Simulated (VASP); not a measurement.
A run of VASP 6.6.1 is set up as follows.

The input INCAR:

```
SYSTEM = WSe2
PREC = Accurate
ENCUT = 520
EDIFF = 1E-7
ISMEAR = 0
SIGMA = 0.02
LREAL = .False.
LASPH = .True.
NELM = 100
ALGO = Normal
ISIF = 2
LWAVE = .False.
LCHARG = .True.
LDIPOL = .True.
IDIPOL = 3
DIPOL = 0.5 0.5 0.500
GGA = PE
IVDW = 12
LELF = .True.
LVHAR = .True.
LVACPOTAV = .True.
NBANDS = 20
```

Contents of KPOINTS:

```
Automatic mesh
0
Gamma
  12 12 1
  0 0 0
```

The input POSCAR:

```
WSe2
1.0
    3.4169416994      0.0000000000      0.0000000000
   -1.7084708497      2.9591583150      0.0000000000
    0.0000000000      0.0000000000     32.7374894635
Se W
2 1
Direct
    0.3333333333      0.6666666667      0.4499662771
    0.3333333333      0.6666666667      0.5500337229
    0.6666666667      0.3333333333      0.5000000000
```

Potentials or basis: VASP PAW PBE potentials, release 64 (Se, W_sv).

The run is started by

```console
$ cat potpaw_PBE.64/Se/POTCAR potpaw_PBE.64/W_sv/POTCAR > POTCAR
$ mpirun -np 1 vasp_std > vasp.out
```

What does it give for the band gap on the k mesh?

1.19 eV, indirect (least direct gap 1.22 eV).

Predict the ionisation potential of the upper face.

5.22 eV.

Predict the largest force.

0.040 eV/Å.

Predict the dispersion energy per atom.

-0.314 eV.

Forces in eV/Å, atoms in the order of the input:
```
Se   0.000  0.000 -0.040
Se   0.000  0.000  0.040
W    0.000  0.000  0.000
```

Caveat: the cell differs from its parent crystal (biaxial strain +0.040, then relaxed in part); spin-orbit coupling is left out, which moves the levels of the heavy elements.
